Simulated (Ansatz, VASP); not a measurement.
## One calculation of Al, two programs

```
CELL_PARAMETERS angstrom
-3.96256 3.96256 0.00000
-3.96256 0.00000 3.96256
0.00000 3.96256 3.96256
ATOMIC_POSITIONS crystal
Al 0.01682 0.98318 0.01682
Al 0.50000 0.00000 0.00000
Al 0.00000 0.50000 0.00000
Al 0.00000 0.00000 0.50000
Al 0.50000 0.50000 0.00000
Al 0.50000 0.00000 0.50000
Al 0.00000 0.50000 0.50000
Al 0.50000 0.50000 0.50000
```

Alike in both runs: task single point; functional PBEsol; dispersion D3(BJ); k mesh 14 × 14 × 14; occupations gaussian, width 0.15 eV; no spin polarisation.

|  | VASP | Ansatz |
| --- | --- | --- |
| version | VASP 6.6.1 | Ansatz 0.2.0 |
| potentials or method | VASP PAW PBE potentials, release 64 (Al), cutoff 520 eV | scalar-relativistic, plane waves, PAW |
| valence electrons in the cell | 24 | 24 |

Ansatz gave:

```
gap on the k mesh at the Fermi level (eV) : none
pressure (GPa)                            : 0.2
rms of the force components (eV/Å)        : 0.197
```

**Question.** Estimate VASP's values.

**Answer.** gap on the k mesh at the Fermi level (eV): none; pressure (GPa): 0.3; rms of the force components (eV/Å): 0.198.

VASP's potentials were made for PBE, not for PBEsol. Atom by atom the forces differ by 0.001 eV/Å (rms over components). A gap of «none» marks a metal or a gap that the smearing closes.
